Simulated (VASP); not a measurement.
Write the native input for VASP 6.6.1 that does the following.

| Item | Value |
| --- | --- |
| Task | single point |
| Functional | PBE |
| Potentials or basis | VASP PAW PBE potentials, release 64 (Mo_sv) |
| Cutoff | 520 eV |
| k mesh | 18 × 18 × 18 |
| Occupations | gaussian, width 0.05 eV |
| Spin | no spin polarisation |
| Dipole correction | no |
| Further INCAR settings | ALGO = Normal; EDIFF = 1e-07; NBANDS = 13 |

The structure of Mo lies in POSCAR:

```
Mo
1.0
   -1.5801017721      1.5801017721      1.5801017721
    1.5801017721     -1.5801017721      1.5801017721
    1.5801017721      1.5801017721     -1.5801017721
Mo
1
Direct
    0.0000000000      0.0000000000      0.0000000000
```

These files were run (other wordings do the same):

INCAR

```
ALGO = Normal
EDIFF = 1E-7
ENCUT = 520
GGA = PE
ISIF = 2
ISMEAR = 0
LASPH = T
LCHARG = T
LELF = T
LREAL = F
LVHAR = T
LWAVE = F
NBANDS = 13
NELM = 80
PREC = Accurate
SIGMA = 0.05
```

KPOINTS

```
k-points
0
Gamma
  18 18 18
```

Potentials or basis: VASP PAW PBE potentials, release 64 (Mo_sv).

Command:

```sh
$ cat potpaw_PBE.64/Mo_sv/POTCAR > POTCAR
$ mpirun -np 1 vasp_std > vasp.out
```

Results of the run:

* Pressure: 0.5 GPa
* Band gap on the k mesh: zero (band 7 reaches 16.37 eV, above the bottom of band 8 at 11.10 eV)

Run time: 23 s on 1 thread of Intel(R) Xeon(R) Platinum 8259CL CPU @ 2.50GHz (Skylake/Cascade Lake) (shared host), peak memory 0.15 GiB.
